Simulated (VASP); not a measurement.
The system is LiF.

```
CELL_PARAMETERS angstrom
2.51626 0.00000 0.00000
0.00000 2.51626 0.00000
0.00000 0.00000 2.51626
ATOMIC_POSITIONS crystal
Li 0.00000 0.00000 0.00000
F 0.50000 0.50000 0.50000
```

Base run:

* Program: VASP 6.6.1
* Functional: HSE06
* Potentials or basis: VASP PAW PBE potentials, release 64 (Li_sv, F)
* Cutoff: 520 eV
* k mesh: 6 × 6 × 6
* Occupations: gaussian, width 0.01 eV
* Spin: no spin polarisation

Its results: band gap on the k mesh 10.17 eV, indirect (least direct gap 10.93 eV).

The run is repeated on the same cell with these changes: functional from HSE06 to PBEsol. What comes out?

Band gap on the k mesh 7.81 eV, indirect (least direct gap 8.54 eV).

HSE06 gives the wider gap, since exact exchange removes part of the self-interaction.

A k mesh can miss the band edges.
